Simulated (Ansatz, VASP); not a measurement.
## Ga8H: VASP beside Ansatz

```xyz
9
Lattice="2.8272 -8.1456 -0.0448 1.4136 4.0728 -0.0224 -0.3480 0.0000 6.6690" Properties=species:S:1:pos:R:3 pbc="T T T"
Ga    1.3701   -2.9793    0.8112
Ga    1.1961   -2.9793    4.1457
Ga    2.7837   -7.0521    0.7888
Ga    2.6097   -7.0521    4.1233
Ga    1.2831    2.9793    2.4785
Ga    1.1091    2.9793    5.8130
Ga    2.6967   -1.0935    2.4561
Ga    2.5227   -1.0935    5.7906
H     1.2831    0.6788    2.4785
```

Alike in both runs: task single point; functional PBE; k mesh 4 × 6 × 4; occupations gaussian, width 0.1 eV; no spin polarisation.

|  | VASP | Ansatz |
| --- | --- | --- |
| version | VASP 6.6.1 | Ansatz 0.2.0 |
| potentials or method | VASP PAW PBE potentials, release 64 (Ga_d, H), cutoff 520 eV | scalar-relativistic, plane waves, PAW |
| valence electrons in the cell | 105 | 105 |

|  | VASP | Ansatz | Ansatz less VASP |
| --- | --- | --- | --- |
| gap on the k mesh at the Fermi level (eV) | none | none | - |
| pressure (GPa) | 1.9 | 1.9 | -0.09 |
| traceless stress, the component that is largest in VASP (GPa) | -0.42 | -0.43 | -0.001 |
| rms of the force components (eV/Å) | 0.085 | 0.084 | -0.0011 |

Atom by atom the forces differ by 0.001 eV/Å (rms over components). A gap of «none» marks a metal or a gap that the smearing closes. With one functional, cell and mesh, what is left measures potentials, basis and numerics.

The k mesh is coarse, so the values compare programs but aren't converged.
